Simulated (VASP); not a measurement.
# HfN (F-43m) in VASP: a series of runs

The runs below take HfN through single point, with PBEsol.

All numbers are computed with VASP 6.6.1; they aren't measurements. Logs are shortened: lines on timing, memory, paths and dates and some standing lists are left out, and cuts for length are marked.

### 1 The cell of the first run

Symmetry: F-43m, No. 216, cubic system. The conventional cell has a = 4.910 Å, b = 4.910 Å, c = 4.910 Å, α = 90.00°, β = 90.00°, γ = 90.00°. Within 2.8 Å of Hf (site symmetry -43m) lie 4 N at 2.13 Å. Within 2.8 Å of N (site symmetry -43m) lie 4 Hf at 2.13 Å.

### 2 Single point, PBEsol

INCAR reads:

```
SYSTEM = HfN
ALGO = Normal
EDIFF = 1E-6
ENCUT = 600
GGA = PS
GGA_COMPAT = .False.
ISIF = 2
ISMEAR = 1
LASPH = .True.
LCHARG = .True.
LELF = .True.
LREAL = .False.
LVHAR = .True.
LWAVE = .False.
NBANDS = 14
NELM = 120
PREC = Accurate
SIGMA = 0.1
```

KPOINTS reads:

```
k-points
0
Gamma
  3 3 3
  0 0 0
```

POSCAR reads:

```
HfN
1.0
    0.0000000000      2.4548220000      2.4548220000
    2.4548220000      0.0000000000      2.4548220000
    2.4548220000      2.4548220000      0.0000000000
Hf N
1 1
Direct
    0.0000000000      0.0000000000      0.0000000000
    0.7500000000      0.7500000000      0.7500000000
```

Potentials or basis: VASP PAW PBE potentials, release 64 (Hf_pv, N).

Command:

```
$ cat potpaw_PBE.64/Hf_pv/POTCAR potpaw_PBE.64/N/POTCAR > POTCAR
$ mpirun -np 1 vasp_std > vasp.out
```

OUTCAR:

```text
SYSTEM = HfN
   EDIFF = 1E-6
   ENCUT = 600
   GGA = PS
   ISIF = 2
   ISMEAR = 1
   LASPH = .True.
   LREAL = .False.
   NELM = 120
   PREC = Accurate

 ion  position               nearest neighbor table
   1  0.000  0.000  0.000-   2 2.13   2 2.13   2 2.13   2 2.13
   2  0.750  0.750  0.750-   1 2.13   1 2.13   1 2.13   1 2.13

  LATTYP: Found a face centered cubic cell.
 ALAT       =     4.9096440000

  Lattice vectors:

 A1 = (   0.0000000000,   2.4548220000,   2.4548220000)
 A2 = (   2.4548220000,   0.0000000000,   2.4548220000)
 A3 = (   2.4548220000,   2.4548220000,   0.0000000000)

Analysis of symmetry for initial positions (statically):
=====================================================================
 Subroutine PRICEL returns:
 Original cell was already a primitive cell.

 Routine SETGRP: Setting up the symmetry group for a
 face centered cubic supercell.

 Subroutine GETGRP returns: Found 24 space group operations
 (whereof 24 operations were pure point group operations)
 out of a pool of 48 trial point group operations.

The static configuration has the point symmetry T_d .

Analysis of symmetry for dynamics (positions and initial velocities):
=====================================================================
 Subroutine PRICEL returns:
 Original cell was already a primitive cell.

 Routine SETGRP: Setting up the symmetry group for a
 face centered cubic supercell.

 Subroutine GETGRP returns: Found 24 space group operations
 (whereof 24 operations were pure point group operations)
 out of a pool of 48 trial point group operations.

The dynamic configuration has the point symmetry T_d .

 Subroutine INISYM returns: Found 24 space group operations
 (whereof 24 operations are pure point group operations),
 and found     1 'primitive' translations

----------------------------------------------------------------------------------------

                                     Primitive cell

  volume of cell :      29.5863

  direct lattice vectors                    reciprocal lattice vectors
     0.000000000  2.454822000  2.454822000    -0.203680756  0.203680756  0.203680756
     2.454822000  0.000000000  2.454822000     0.203680756 -0.203680756  0.203680756
     2.454822000  2.454822000  0.000000000     0.203680756  0.203680756 -0.203680756

  length of vectors
     3.471642566  3.471642566  3.471642566     0.352785417  0.352785417  0.352785417

  position of ions in fractional coordinates (direct lattice)
     0.000000000  0.000000000  0.000000000
     0.750000000  0.750000000  0.750000000

  ion indices of the primitive-cell ions
   primitive index   ion index
                 1           1
                 2           2

----------------------------------------------------------------------------------------

 KPOINTS: k-points

Automatic generation of k-mesh.
 Grid dimensions read from file:
 generate k-points for:    3    3    3

 Generating k-lattice:

  Cartesian coordinates                     Fractional coordinates (reciprocal lattice)
    -0.067893585  0.067893585  0.067893585     0.333333333  0.000000000  0.000000000
     0.067893585 -0.067893585  0.067893585     0.000000000  0.333333333  0.000000000
     0.067893585  0.067893585 -0.067893585     0.000000000  0.000000000  0.333333333

  Length of vectors
     0.117595139  0.117595139  0.117595139

  Shift w.r.t. Gamma in fractional coordinates (k-lattice)
     0.000000000  0.000000000  0.000000000

 Subroutine IBZKPT returns following result:
 ===========================================

 Found      4 irreducible k-points:

 Following reciprocal coordinates:
            Coordinates               Weight
  0.000000  0.000000  0.000000      1.000000
  0.333333  0.000000  0.000000      8.000000
  0.333333  0.333333  0.000000      6.000000
 -0.333333  0.333333  0.000000     12.000000
   k-points           NKPTS =      4   k-points in BZ     NKDIM =      4   number of bands    NBANDS=     14
   number of dos      NEDOS =    301   number of ions     NIONS =      2
   total plane-waves  NPLWV =  21952
   dimension x,y,z NGX =    28 NGY =   28 NGZ =   28
   dimension x,y,z NGXF=    56 NGYF=   56 NGZF=   56
   ions per type =               1   1
   NGX,Y,Z   is equivalent  to a cutoff of  13.41, 13.41, 13.41 a.u.
   NGXF,Y,Z  is equivalent  to a cutoff of  26.82, 26.82, 26.82 a.u.
 SYSTEM =  HfN
   PREC   = accura    normal or accurate (medium, high low for compatibility)
   ISTART =      0    job   : 0-new  1-cont  2-samecut
   ICHARG =      2    charge: 1-file 2-atom 10-const
   ISPIN  =      1    spin polarized calculation?
   LNONCOLLINEAR =      F non collinear calculations
   LSORBIT =      F    spin-orbit coupling
   LASPH  =      T    aspherical Exc in radial PAW
   ENCUT  =  600.0 eV  44.10 Ry    6.64 a.u.   6.93  6.93  6.93*2*pi/ulx,y,z
   NELM   =    120;   NELMIN=  2; NELMDL= -5     # of ELM steps
   EDIFF  = 0.1E-05   stopping-criterion for ELM
   LREAL  =      F    real-space projection
   EDIFFG = 0.1E-04   stopping-criterion for IOM
   NSW    =      0    number of steps for IOM
   IBRION =     -1    ionic relax: 0-MD 1-quasi-New 2-CG
   NFREE  =      0    steps in history (QN), initial steepest desc. (CG)
   ISIF   =      2    stress and relaxation
   ISYM   =      2    0-nonsym 1-usesym 2-fastsym
   POTIM  = 0.5000    time-step for ionic-motion
   TEBEG  =    0.0;   TEEND  =   0.0 temperature during run
   PSTRESS=    0.0 pullay stress
   NELECT =      15.0000    total number of electrons
   NUPDOWN=      -1.0000    fix difference up-down
   EMIN   =  10.00;   EMAX   =-10.00  energy-range for DOS
   EFERMI =   0.00;   METHOD = LEGACY
   ISMEAR =     1;   SIGMA  =   0.10  broadening in eV -4-tet -1-fermi 0-gaus
   EFERMI_NEDOS =   21; number of points for ismear=-14 and -15
   IALGO  =     38    algorithm
   IMIX   =      4    mixing-type and parameters
     AMIX     =   0.40;   BMIX     =  1.00
     AMIX_MAG =   1.60;   BMIX_MAG =  1.00
  volume/ion in A,a.u.               =      14.79        99.83
  Fermi-wavevector in a.u.,A,eV,Ry     =   1.305395  2.466839 23.185087  1.704056
  Thomas-Fermi vector in A             =   2.436267
   LORBIT       =      0    0 simple, 1 ext, 2 COOP (PROOUT), +10 PAW based schemes
   GGA     = PS    functional components
   LHFCALC =     F    Hartree Fock is set to
   AEXX    =    0.0000 exact exchange contribution
   IVDW    =     0    specifies the selected vdW correction
   LEPSILON=     F    determine dielectric tensor
   LRPA    =     F    only Hartree local field effects (RPA)
 non-spin polarized calculation
 Methfessel and Paxton  Order N= 1 SIGMA  =   0.10
  energy-cutoff  :      600.00
  volume of cell :       29.59
 maximum number of plane-waves:      1002
   NGX = 13   NGY = 13   NGZ = 13

 number of electron      15.0000001 magnetization

 Free energy of the ion-electron system (eV)
  ---------------------------------------------------
  ext. energy  EPLUGINS =         0.00000000
  ---------------------------------------------------
  free energy    TOTEN  =       -22.32771468 eV

  energy without entropy =      -22.31735653  energy(sigma->0) =      -22.32426197

 E-fermi :   4.8359     XC(G=0): -11.3942

 val. band max:        4.8265593331   @ k =  -0.3333   0.3333   0.0000
 cond. band min:       4.8545834348   @ k =   0.0000   0.0000   0.0000
 fundamental gap:      0.0280241017
 Fermi energy:         4.8358896034

 k-point     1 :       0.0000    0.0000    0.0000
  band No.  band energies     occupation
      1     -25.4156      2.00000
      2     -25.4156      2.00000
      3     -25.4156      2.00000
      4     -10.4733      2.00000
      5       0.1738      2.00000
      6       0.1738      2.00000
      7       0.1738      2.00000
      8       4.8546      0.68965
      9       7.8257      0.00000
     10       7.8257      0.00000
     11      12.2010      0.00000
     12      12.2010      0.00000
     13      12.2010      0.00000
     14      17.9460      0.00000

 k-point     2 :       0.3333    0.0000    0.0000
  band No.  band energies     occupation
      1     -25.7759      2.00000
      2     -25.4631      2.00000
      3     -25.4631      2.00000
      4      -9.6096      2.00000
      5      -0.4089      2.00000
      6       0.6581      2.00000
      7       0.6581      2.00000
      8       7.4593      0.00000
      9       7.6256      0.00000
     10       7.6256      0.00000
     11      10.5996      0.00000
     12      12.0337      0.00000
     13      12.0337      0.00000
     14      13.7465      0.00000

 k-point     3 :       0.3333    0.3333    0.0000
  band No.  band energies     occupation
      1     -25.7761      2.00000
      2     -25.5362      2.00000
      3     -25.5362      2.00000
      4      -9.3146      2.00000
      5      -1.2227      2.00000
      6       1.4414      2.00000
      7       1.4414      2.00000
      8       4.7158      2.07074
      9       8.7686      0.00000
     10       9.0930      0.00000
     11      11.2648      0.00000
     12      11.2648      0.00000
     13      12.1768      0.00000
     14      17.6122      0.00000

 k-point     4 :      -0.3333    0.3333    0.0000
  band No.  band energies     occupation
      1     -25.7942      2.00000
      2     -25.6796      2.00000
      3     -25.5234      2.00000
      4      -9.0657      2.00000
      5      -0.1769      2.00000
      6       0.8804      2.00000
      7       1.4229      2.00000
      8       4.8266      1.15716
      9       7.7190      0.00000
     10       8.0880      0.00000
     11      11.6145      0.00000
     12      11.8009      0.00000
     13      13.8852      0.00000
     14      15.4575      0.00000

------------------------ aborting loop because EDIFF is reached ----------------------------------------

  FORCE on cell =-STRESS in cart. coord.  units (eV):
  Direction    XX          YY          ZZ          XY          YZ          ZX
  --------------------------------------------------------------------------------------
  -------------------------------------------------------------------------------------
  Total       -1.2960228     -1.2960228     -1.2960228      0.0000000      0.0000000      0.0000000
  in kB      -70.1832045    -70.1832045    -70.1832045      0.0000000      0.0000000      0.0000000
  external PRESSURE =     -70.1832045 kB  Pullay stress =       0.0000000 kB

 VOLUME and BASIS-vectors are now :
 -----------------------------------------------------------------------------
  energy-cutoff  :      600.00
  volume of cell :       29.59
      direct lattice vectors                 reciprocal lattice vectors
     0.000000000  2.454822000  2.454822000    -0.203680756  0.203680756  0.203680756
     2.454822000  0.000000000  2.454822000     0.203680756 -0.203680756  0.203680756
     2.454822000  2.454822000  0.000000000     0.203680756  0.203680756 -0.203680756

 POSITION                                       TOTAL-FORCE (eV/Angst)
 -----------------------------------------------------------------------------------
      0.00000      0.00000      0.00000        -0.000000     -0.000000      0.000000
      3.68223      3.68223      3.68223         0.000000      0.000000     -0.000000
 -----------------------------------------------------------------------------------
    total drift:                                0.000000      0.000000      0.000000

  FREE ENERGIE OF THE ION-ELECTRON SYSTEM (eV)
  ---------------------------------------------------
  free  energy   TOTEN  =       -22.3277146807 eV

  energy  without entropy=      -22.3173565345  energy(sigma->0) =      -22.32426197
```

Wall time 7.6 s (1 thread of AMD EPYC 7R13, shared host); peak memory 0.12 GiB.

What came out:

```
Free energy : -22.3277 eV
Pressure    : -7.0 GPa
```

Levels at points of the mesh, in eV from the Fermi level:
```csv
k point,band 5,band 6,band 7,band 8,band 9,band 10
"(0.00, 0.00, 0.00)",-4.66,-4.66,-4.66,0.02,2.99,2.99
```

Caveat: the k points lie up to 0.74 Å⁻¹ apart; the PAW data sets were made with another functional, which shifts forces and pressure a little; spin-orbit coupling is left out, which moves the levels of the heavy elements.

### 3 Single point, PBEsol

INCAR reads:

```
ALGO     = Normal         # electronic algorithm
EDIFF    = 1E-6           # SCF threshold, eV
ENCUT    = 600            # plane-wave cutoff, eV
GGA      = PS             # functional
GGA_COMPAT= F            
ISIF     = 2              # what is computed and relaxed
ISMEAR   = 1              # smearing method
LASPH    = T              # aspherical terms in the spheres
LCHARG   = F              # write CHGCAR
LREAL    = F              # projectors in reciprocal space
LWAVE    = F              # write WAVECAR
NBANDS   = 14             # bands
NELM     = 120            # most SCF steps
PREC     = Accurate       # precision mode
SIGMA    = 0.1            # smearing width, eV
```

KPOINTS reads:

```
k-points
0
Gamma
  4 4 4
```

POSCAR is that of step 2.

Potentials or basis: VASP PAW PBE potentials, release 64 (Hf_pv, N).

Command:

```
$ cat potpaw_PBE.64/Hf_pv/POTCAR potpaw_PBE.64/N/POTCAR > POTCAR
$ mpirun -np 1 vasp_std > vasp.out
```

OUTCAR:

```text
EDIFF = 1E-6
   ENCUT = 600
   GGA = PS
   ISIF = 2
   ISMEAR = 1
   LASPH = T
   LREAL = F
   NELM = 120
   PREC = Accurate

 ion  position               nearest neighbor table
   1  0.000  0.000  0.000-   2 2.13   2 2.13   2 2.13   2 2.13
   2  0.750  0.750  0.750-   1 2.13   1 2.13   1 2.13   1 2.13

  LATTYP: Found a face centered cubic cell.
 ALAT       =     4.9096440000

  Lattice vectors:

 A1 = (   0.0000000000,   2.4548220000,   2.4548220000)
[... 303 lines left out ...]
------------------------ aborting loop because EDIFF is reached ----------------------------------------

  FORCE on cell =-STRESS in cart. coord.  units (eV):
  Direction    XX          YY          ZZ          XY          YZ          ZX
  --------------------------------------------------------------------------------------
  -------------------------------------------------------------------------------------
  Total       -0.9343572     -0.9343572     -0.9343572      0.0000000     -0.0000000     -0.0000000
  in kB      -50.5980199    -50.5980199    -50.5980199      0.0000000     -0.0000000     -0.0000000
  external PRESSURE =     -50.5980199 kB  Pullay stress =       0.0000000 kB

 VOLUME and BASIS-vectors are now :
 -----------------------------------------------------------------------------
  energy-cutoff  :      600.00
  volume of cell :       29.59
      direct lattice vectors                 reciprocal lattice vectors
     0.000000000  2.454822000  2.454822000    -0.203680756  0.203680756  0.203680756
     2.454822000  0.000000000  2.454822000     0.203680756 -0.203680756  0.203680756
     2.454822000  2.454822000  0.000000000     0.203680756  0.203680756 -0.203680756

 POSITION                                       TOTAL-FORCE (eV/Angst)
 -----------------------------------------------------------------------------------
      0.00000      0.00000      0.00000         0.000000     -0.000000      0.000000
      3.68223      3.68223      3.68223        -0.000000      0.000000     -0.000000
 -----------------------------------------------------------------------------------
    total drift:                                0.000000      0.000000      0.000000

  FREE ENERGIE OF THE ION-ELECTRON SYSTEM (eV)
  ---------------------------------------------------
  free  energy   TOTEN  =       -22.1986601171 eV

  energy  without entropy=      -22.1972802900  energy(sigma->0) =      -22.19820017
```

stdout:

```text
POSCAR found type information on POSCAR HfN
 POSCAR found :  2 types and       2 ions
 scaLAPACK will be used
 -----------------------------------------------------------------------------
|                                                                             |
|                                                                             |
|     You enforced a specific xc type in the INCAR file but a different       |
|     I HOPE YOU KNOW WHAT YOU ARE DOING!                                     |
|                                                                             |
 -----------------------------------------------------------------------------

 LDA part: xc-table for (Slater+PW92), standard interpolation
 POSCAR, INCAR and KPOINTS ok, starting setup
 FFT: planning ... GRIDC
 FFT: planning ... GRID_SOFT
 FFT: planning ... GRID
 WAVECAR not read
 entering main loop
```

Wall time 7.8 s (1 thread of AMD EPYC 7R13, shared host); peak memory 0.13 GiB.

Results:

- Free energy: -22.1987 eV
- Pressure: -5.1 GPa

Caveat: the k points lie up to 0.55 Å⁻¹ apart; the PAW data sets were made with another functional, which shifts forces and pressure a little; spin-orbit coupling is left out, which moves the levels of the heavy elements.

### 4 Single point, PBEsol

INCAR reads:

```
SYSTEM = HfN
ALGO = Normal
EDIFF = 1E-6
ENCUT = 600
GGA = PS
GGA_COMPAT = .False.
ISIF = 2
ISMEAR = 1
LASPH = .True.
LCHARG = .False.
LREAL = .False.
LWAVE = .False.
NBANDS = 14
NELM = 120
PREC = Accurate
SIGMA = 0.1
```

KPOINTS reads:

```
k-points
0
Gamma
  5 5 5
  0 0 0
```

POSCAR is that of step 3.

Command:

```
$ cat potpaw_PBE.64/Hf_pv/POTCAR potpaw_PBE.64/N/POTCAR > POTCAR
$ mpirun -np 1 vasp_std > vasp.out
```

It took 8.9 s on 1 thread of AMD EPYC 7R13, shared host; peak memory 0.13 GiB.

Results (log left out):

- Free energy: -22.1848 eV
- Pressure: -5.7 GPa

Levels at points of the mesh, in eV from the Fermi level:
```csv
k point,band 5,band 6,band 7,band 8,band 9,band 10
"(0.00, 0.00, 0.00)",-5.56,-5.56,-5.56,-0.83,2.11,2.11
```

Caveat: the k points lie up to 0.44 Å⁻¹ apart; the PAW data sets were made with another functional, which shifts forces and pressure a little; spin-orbit coupling is left out, which moves the levels of the heavy elements.

[end of part 1 of 2]
